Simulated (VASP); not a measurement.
A run of VASP 6.6.1:

POSCAR

```
SiC
1.0
    0.0000000000      2.1644310222      2.1644310222
    2.1644310222      0.0000000000      2.1644310222
    2.1644310222      2.1644310222      0.0000000000
Si C
1 1
Direct
    0.0000000000      0.0000000000      0.0000000000
    0.2500000000      0.2500000000      0.2500000000
```

The input INCAR.step1:

```
SYSTEM = SiC
PREC = Accurate
ENCUT = 520
EDIFF = 1E-6
ISMEAR = -1
SIGMA = 0.05
LREAL = .FALSE.
LASPH = .TRUE.
NELM = 80
ALGO = Normal
ISIF = 2
LWAVE = .FALSE.
LCHARG = .TRUE.
NBANDS = 11
```

KPOINTS.step1

```
regular mesh
0
G
  17 17 17
  0 0 0
```

INCAR.step2

```
SYSTEM = SiC
PREC = Accurate
ENCUT = 520
EDIFF = 1E-6
ISMEAR = -5
SIGMA = 0.05
LREAL = .FALSE.
LASPH = .TRUE.
NELM = 80
ALGO = Normal
ISIF = 2
LWAVE = .FALSE.
LCHARG = .FALSE.
LORBIT = 11
NEDOS = 1001
ICHARG = 11
```

The input KPOINTS.step2:

```
regular mesh
0
G
  26 26 26
  0 0 0
```

Potentials or basis: VASP PAW LDA potentials, release 64 (Si, C).

Run with:

```sh
$ cat potpaw_LDA.64/Si/POTCAR potpaw_LDA.64/C/POTCAR > POTCAR
$ cp INCAR.step1 INCAR
$ cp KPOINTS.step1 KPOINTS
$ mpirun -np 1 vasp_std > vasp.out
$ cp INCAR.step2 INCAR
$ cp KPOINTS.step2 KPOINTS
$ mpirun -np 1 vasp_std > vasp.out
```

Hardware: 1 thread of Intel Xeon 6975P-C, with other jobs on the host.

Q: How long does it take, and how much memory?

A: Run time: 35 s on 1 thread of Intel Xeon 6975P-C, with other jobs on the host, peak memory 0.2 GiB. Counts: k points 511.
